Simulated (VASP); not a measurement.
## Al8H: relaxation of cell and atoms with PBE

Al8H:

```
Al H
1.0
     5.68031    0.00000    0.00000
    -2.84015    4.91929    0.00000
     0.00000    0.00000    4.75436
Al H
8 1
Direct
  0.33333 0.16667 0.75000
  0.33333 0.66667 0.75000
  0.83333 0.16667 0.75000
  0.83333 0.66667 0.75000
  0.16667 0.33333 0.25000
  0.16667 0.83333 0.25000
  0.66667 0.33333 0.25000
  0.66667 0.83333 0.25000
  0.16667 0.33333 0.61111
```

```
Program                : VASP 6.6.1
Task                   : relaxation of cell and atoms
Functional             : PBE
Potentials or basis    : VASP PAW PBE potentials, release 64 (Al, H)
Cutoff                 : 600 eV
k mesh                 : 6 × 6 × 6
Occupations            : gaussian, width 0.1 eV
Spin                   : no spin polarisation
Dipole correction      : no
Further INCAR settings : ALGO = Normal; EDIFF = 1e-06; IBRION = 2; EDIFFG = -0.025; NSW = 90; ISIF = 3
```

```
Relaxed volume                        : 15.31 Å³/atom
Relaxed cell                          : a = 5.806 Å, b = 5.806 Å, c = 4.720 Å, α = 90.00°, β = 90.00°, γ = 120.00°
Space group after relaxing (to 0.1 Å) : P3m1 (No. 156)
Energy gained by relaxing             : 32.0 meV/atom
Ionic steps                           : 12
Pressure after relaxing               : 0.0 GPa
Largest force after relaxing          : 0.019 eV/Å
Band gap on the k mesh                : zero (an odd number of electrons rules out a gap without spin polarisation)
```

Forces on the atoms (eV/Å):
```
Al   0.003 -0.002  0.004
Al   0.000  0.003  0.004
Al  -0.003 -0.002  0.004
Al   0.000  0.000 -0.019
Al   0.000  0.000  0.000
Al   0.002  0.001  0.004
Al   0.000 -0.002  0.004
Al  -0.002  0.001  0.004
H    0.000  0.000 -0.005
```

Step by step:
```csv
step,energy change (eV),largest force (eV/Å),pressure (GPa),volume (Å³)
1,0.0000,1.1300,3.14,132.85
2,-0.2093,0.5291,-0.41,138.49
3,-0.2266,0.3432,-1.57,140.81
4,-0.2666,0.2073,-0.43,138.44
5,-0.2711,0.1410,0.15,137.40
6,-0.2763,0.0997,0.09,137.49
7,-0.2802,0.1504,0.01,137.67
8,-0.2830,0.1248,-0.03,137.73
9,-0.2866,0.0494,-0.12,137.91
10,-0.2880,0.0404,0.07,137.57
11,-0.2880,0.0406,0.06,137.59
12,-0.2882,0.0186,-0.03,137.78
```

Final structure:
```xyz
9
Lattice="5.8055 0.0000 0.0000 -2.9028 5.0277 0.0000 0.0000 0.0000 4.7203" Properties=species:S:1:pos:R:3 pbc="T T T"
Al    1.5177    0.7997    3.5690
Al    0.0000    3.4283    3.5690
Al    4.2878    0.7997    3.5690
Al    2.9028    3.3518    3.5854
Al    0.0000    1.6759    1.0068
Al   -1.4629    4.1831    1.2304
Al    2.9028    1.6892    1.2304
Al    1.4629    4.1831    1.2304
H     0.0000    1.6759    2.7752
```

Levels at points of the mesh, in eV from the Fermi level:
```csv
k point,band 8,band 9,band 10,band 11,band 12,band 13,band 14,band 15,band 16,band 17
"(0.00, 0.00, 0.00)",-4.71,-4.35,-0.90,0.51,0.51,0.81,1.11,1.11,1.15,1.31
"(0.50, 0.00, 0.00)",-2.91,-2.04,-1.38,-1.08,-0.81,-0.72,-0.40,0.27,0.33,1.63
"(0.00, 0.00, 0.50)",-3.79,-3.47,-3.37,-3.26,-3.26,-3.15,-3.15,2.78,3.32,5.34
"(0.50, 0.00, 0.50)",-4.90,-1.03,0.17,0.33,0.40,0.61,0.83,0.99,1.03,2.54
```

Wall time 5.7 min on 1 thread of AMD EPYC 9R45 96-Core Processor (Zen 5), on a shared host, peak memory 0.3 GiB.
